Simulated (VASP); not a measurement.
# TaTe2H (I4mm) in VASP: a series of runs, part 2 of 2

VASP 6.6.1. The steps go on from the part before.

### 3 Single point, PBE

This run uses another cell than the first one, of 20.84 Å³/atom.

Contents of INCAR:

```
PREC = Accurate
ENCUT = 520
EDIFF = 1E-6
ISMEAR = 0
SIGMA = 0.1
LREAL = F
LASPH = T
NELM = 60
ALGO = Normal
ISIF = 2
LWAVE = F
LCHARG = T
GGA = PE
LELF = T
LVHAR = T
NBANDS = 20
```

Contents of KPOINTS:

```
regular mesh
0
Gamma
  14 14 14
```

Contents of POSCAR:

```
TaTe2H
1.0
   -2.5068619127      2.5068619127      3.3161528113
    2.5068619127     -2.5068619127      3.3161528113
    2.5068619127      2.5068619127     -3.3161528113
Ta Te H
1 2 1
Direct
    0.2605795084      0.2605795084      0.0000000000
    0.9894407937      0.4894407937      0.5000000000
    0.4894407937      0.9894407937      0.5000000000
    0.5231342341      0.5231342341      0.0000000000
```

Potentials or basis: VASP PAW PBE potentials, release 64 (Ta_pv, Te, H).

On the command line:

```sh
$ cat potpaw_PBE.64/Ta_pv/POTCAR potpaw_PBE.64/Te/POTCAR potpaw_PBE.64/H/POTCAR > POTCAR
$ mpirun -np 1 vasp_std > vasp.out
```

OUTCAR:

```text
PREC = Accurate
   ENCUT = 520
   EDIFF = 1E-6
   ISMEAR = 0
   LREAL = F
   LASPH = T
   NELM = 60
   ISIF = 2
   GGA = PE

 ion  position               nearest neighbor table
   1  0.261  0.261  0.000-   4 1.74   3 2.93   2 2.93   2 2.93   3 2.93   3 3.09   2 3.09   2 3.09
                             3 3.09
   2  0.989  0.489  0.500-   1 2.93   1 2.93   1 3.09   1 3.09   3 3.32   3 3.32   3 3.55   3 3.55
                             3 3.55   3 3.55
   3  0.489  0.989  0.500-   1 2.93   1 2.93   1 3.09   1 3.09   2 3.32   2 3.32   2 3.55   2 3.55
                             2 3.55   2 3.55
   4  0.523  0.523  0.000-   1 1.74

  LATTYP: Found a body centered tetragonal cell.
 ALAT       =     5.0137238254
 C/A-ratio  =     1.3228302662

  Lattice vectors:

 A1 = (  -2.5068619127,   2.5068619127,   3.3161528113)
 A2 = (   2.5068619127,  -2.5068619127,   3.3161528113)
 A3 = (   2.5068619127,   2.5068619127,  -3.3161528113)

Analysis of symmetry for initial positions (statically):
=====================================================================
 Subroutine PRICEL returns:
 Original cell was already a primitive cell.

 Routine SETGRP: Setting up the symmetry group for a
 body centered tetragonal supercell.

 Subroutine GETGRP returns: Found  8 space group operations
 (whereof  8 operations were pure point group operations)
 out of a pool of 16 trial point group operations.

The static configuration has the point symmetry C_4v.

Analysis of symmetry for dynamics (positions and initial velocities):
=====================================================================
 Subroutine PRICEL returns:
 Original cell was already a primitive cell.

 Routine SETGRP: Setting up the symmetry group for a
 body centered tetragonal supercell.

 Subroutine GETGRP returns: Found  8 space group operations
[... 118 lines left out ...]
   NELECT =      24.0000    total number of electrons
   NUPDOWN=      -1.0000    fix difference up-down
   EMIN   =  10.00;   EMAX   =-10.00  energy-range for DOS
   EFERMI =   0.00;   METHOD = LEGACY
   ISMEAR =     0;   SIGMA  =   0.10  broadening in eV -4-tet -1-fermi 0-gaus
   EFERMI_NEDOS =   21; number of points for ismear=-14 and -15
   IALGO  =     38    algorithm
   IMIX   =      4    mixing-type and parameters
     AMIX     =   0.40;   BMIX     =  1.00
     AMIX_MAG =   1.60;   BMIX_MAG =  1.00
  volume/ion in A,a.u.               =      20.84       140.63
  Fermi-wavevector in a.u.,A,eV,Ry     =   1.081003  2.042799 15.899318  1.168567
  Thomas-Fermi vector in A             =   2.217008
   LORBIT       =      0    0 simple, 1 ext, 2 COOP (PROOUT), +10 PAW based schemes
   GGA     = PE    functional components
   LHFCALC =     F    Hartree Fock is set to
   AEXX    =    0.0000 exact exchange contribution
   IVDW    =     0    specifies the selected vdW correction
   LEPSILON=     F    determine dielectric tensor
   LRPA    =     F    only Hartree local field effects (RPA)
 non-spin polarized calculation
 Gauss-broadening in eV      SIGMA  =   0.10
  energy-cutoff  :      520.00
  volume of cell :       83.36
 maximum number of plane-waves:      2279
   NGX = 19   NGY = 19   NGZ = 19

 number of electron      23.9999999 magnetization

 Free energy of the ion-electron system (eV)
  ---------------------------------------------------
  ext. energy  EPLUGINS =         0.00000000
  ---------------------------------------------------
  free energy    TOTEN  =       -21.09260828 eV

  energy without entropy =      -21.07800273  energy(sigma->0) =      -21.08530551

 E-fermi :   6.7573     XC(G=0): -10.1871

 val. band max:        6.7516698609   @ k =  -0.2857  -0.3571   0.2857
 cond. band min:       6.7580140622   @ k =  -0.1429  -0.2143   0.0714
 fundamental gap:      0.0063442014
 Fermi energy:         6.7572587963

 k-point     1 :       0.0000    0.0000    0.0000
  band No.  band energies     occupation
      1     -28.3719      2.00000
      2     -28.3719      2.00000
      3     -28.1576      2.00000
      4      -6.7387      2.00000
      5      -2.7963      2.00000
      6       1.7545      2.00000
[... 541 lines left out ...]
     19      12.8236      0.00000
     20      13.6400      0.00000

 [... further k-points ...]
[... 5 lines left out ...]
  --------------------------------------------------------------------------------------
  -------------------------------------------------------------------------------------
  Total       -0.0175420     -0.0175420     -0.0198697      0.0000000     -0.0000000      0.0000000
  in kB       -0.3371594     -0.3371594     -0.3818974      0.0000000     -0.0000000      0.0000000
  external PRESSURE =      -0.3520721 kB  Pullay stress =       0.0000000 kB

 VOLUME and BASIS-vectors are now :
 -----------------------------------------------------------------------------
  energy-cutoff  :      520.00
  volume of cell :       83.36
      direct lattice vectors                 reciprocal lattice vectors
    -2.506861913  2.506861913  3.316152811     0.000000000  0.199452550  0.150777129
     2.506861913 -2.506861913  3.316152811     0.199452550  0.000000000  0.150777129
     2.506861913  2.506861913 -3.316152811     0.199452550  0.199452550  0.000000000

 POSITION                                       TOTAL-FORCE (eV/Angst)
 -----------------------------------------------------------------------------------
      0.00000      0.00000      1.72824        -0.000000     -0.000000     -0.010471
     -0.00000      2.50686      3.24612         0.000000     -0.000000     -0.001538
      2.50686     -0.00000      3.24612        -0.000000      0.000000     -0.001538
      0.00000      0.00000      3.46959         0.000000      0.000000      0.013548
 -----------------------------------------------------------------------------------
    total drift:                               -0.000000     -0.000000      0.000280

  FREE ENERGIE OF THE ION-ELECTRON SYSTEM (eV)
  ---------------------------------------------------
  free  energy   TOTEN  =       -21.0926082833 eV

  energy  without entropy=      -21.0780027281  energy(sigma->0) =      -21.08530551
```

OSZICAR:

```text
N       E                     dE             d eps       ncg     rms          rms(c)
DAV:   1     0.134765972706E+03    0.13477E+03   -0.11362E+04  9768   0.105E+03
DAV:   2    -0.156669162565E+02   -0.15043E+03   -0.14688E+03 12116   0.243E+02
DAV:   3    -0.223602085241E+02   -0.66933E+01   -0.65914E+01 12224   0.464E+01
DAV:   4    -0.224665461229E+02   -0.10634E+00   -0.10623E+00 11712   0.608E+00
DAV:   5    -0.224689978378E+02   -0.24517E-02   -0.24517E-02 12292   0.922E-01    0.150E+01
DAV:   6    -0.213399984854E+02    0.11290E+01   -0.62068E+00 10524   0.117E+01    0.683E+00
DAV:   7    -0.211400360450E+02    0.19996E+00   -0.13399E+00 10308   0.518E+00    0.458E+00
DAV:   8    -0.210940151564E+02    0.46021E-01   -0.23113E-01 11124   0.277E+00    0.123E+00
DAV:   9    -0.210926006655E+02    0.14145E-02   -0.19735E-02 10700   0.883E-01    0.553E-01
DAV:  10    -0.210924554448E+02    0.14522E-03   -0.30834E-03 11016   0.303E-01    0.161E-01
DAV:  11    -0.210925815326E+02   -0.12609E-03   -0.56315E-04 10772   0.136E-01    0.319E-02
DAV:  12    -0.210926007608E+02   -0.19228E-04   -0.54719E-05 11100   0.434E-02    0.118E-02
DAV:  13    -0.210926073498E+02   -0.65890E-05   -0.14075E-05 10952   0.211E-02    0.707E-03
DAV:  14    -0.210926082833E+02   -0.93352E-06   -0.24700E-06 11060   0.830E-03
   1 F= -.21092608E+02 E0= -.21085306E+02  d E =-.146056E-01
```

stdout:

```text
POSCAR found type information on POSCAR TaTeH
 POSCAR found :  3 types and       4 ions
 scaLAPACK will be used
 LDA part: xc-table for (Slater+PW92), standard interpolation
 POSCAR, INCAR and KPOINTS ok, starting setup
 FFT: planning ... GRIDC
 FFT: planning ... GRID_SOFT
 FFT: planning ... GRID
 WAVECAR not read
 entering main loop
```

It took 2.5 min on 1 thread of Intel Xeon 6975P-C (Granite Rapids), shared host; peak memory 0.53 GiB.

What came out:

```
Free energy            : -21.0926 eV
Pressure               : 0.0 GPa
Largest force          : 0.014 eV/Å
Band gap on the k mesh : zero (bands 12 and 13 overlap by 0.99 eV)
```

Forces in eV/Å, atoms in the order of the input:
```
Ta   0.000  0.000 -0.010
Te   0.000  0.000 -0.002
Te   0.000  0.000 -0.002
H    0.000  0.000  0.014
```

Caveat: spin-orbit coupling is left out, which moves the levels of the heavy elements.
